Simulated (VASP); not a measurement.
Set up this calculation in VASP 6.6.1, as the native input.

```
Task                   : electric field gradients
Functional             : LDA
Potentials or basis    : VASP PAW LDA potentials, release 64 (B, As)
Cutoff                 : 520 eV
k mesh                 : 11 × 11 × 11
Occupations            : tetrahedron
Spin                   : collinear spin
Starting moments       : [1.0, 2.0] μB
Dipole correction      : no
Further INCAR settings : ALGO = Normal; EDIFF = 1e-08; NBANDS = 15
```

The structure of BAs lies in POSCAR:

```
BAs
1.0
    0.0000000000      2.4096270000      2.4096270000
    2.4096270000      0.0000000000      2.4096270000
    2.4096270000      2.4096270000      0.0000000000
B As
1 1
Direct
    0.7500000000      0.7500000000      0.7500000000
    0.0000000000      0.0000000000      0.0000000000
```

These files were run (other wordings do the same):

INCAR

```
PREC     = Accurate       # precision mode
ENCUT    = 520            # plane-wave cutoff, eV
EDIFF    = 1E-8           # SCF threshold, eV
ISMEAR   = -4             # smearing method
SIGMA    = 0.1            # smearing width, eV
LREAL    = F              # projectors in reciprocal space
LASPH    = T              # aspherical terms in the spheres
NELM     = 150            # most SCF steps
ALGO     = Normal         # electronic algorithm
ISIF     = 2              # what is computed and relaxed
LWAVE    = F              # write WAVECAR
LCHARG   = F              # write CHGCAR
ISPIN    = 2              # spin polarisation
MAGMOM   = 1 2            # initial moments
LORBIT   = 11             # projections on sites
LEFG     = T            
NBANDS   = 15             # bands
```

KPOINTS

```
regular mesh
0
Gamma
  11 11 11
```

Potentials or basis: VASP PAW LDA potentials, release 64 (B, As).

Run with:

```console
$ cat potpaw_LDA.64/B/POTCAR potpaw_LDA.64/As/POTCAR > POTCAR
$ mpirun -np 1 vasp_std > vasp.out
```

It gave:

| Property | Result |
| --- | --- |
| Pressure | -6.4 GPa |
| Band gap on the k mesh | 1.17 eV (least direct gap 3.22 eV) |
| Net moment | 0.00 μB per cell |
| Largest electric field gradient by atom | zero within the noise of the run |
| Valence electrons inside the program's atomic spheres | B 1.80; As 2.91 |

Caveat: the cell stands under tension; an odd mesh through Γ misses points on the zone boundary, where band edges can lie.

Wall time 95 s on 1 thread of AMD EPYC 7R13 (shared host), peak memory 0.14 GiB.
